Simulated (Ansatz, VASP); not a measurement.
One calculation of Rb, two programs

```
Rb
1.0
    -2.95451    2.95451    2.73085
     2.95451   -2.95451    2.73085
     2.95451    2.95451   -2.73085
Rb
1
Direct
  0.00000 0.00000 0.00000
```

Alike in both runs: task single point; functional PBE; k mesh 7 × 7 × 7; occupations fermi-dirac, width 0.05 eV; no spin polarisation.

```csv
,VASP,Ansatz
version,VASP 6.6.1,Ansatz 0.2.0
potentials or method,"VASP PAW PBE potentials, release 64 (Rb_sv), cutoff 520 eV","all-electron LAPW, scalar-relativistic"
```

|  | VASP | Ansatz | Ansatz less VASP |
| --- | --- | --- | --- |
| gap on the k mesh at the Fermi level (eV) | none | none | - |
| pressure (GPa) | -0.1 | -0.1 | 0.00 |

A gap of «none» marks a metal or a gap that the smearing closes. Ansatz ran all-electron here, and VASP with PAW potentials.
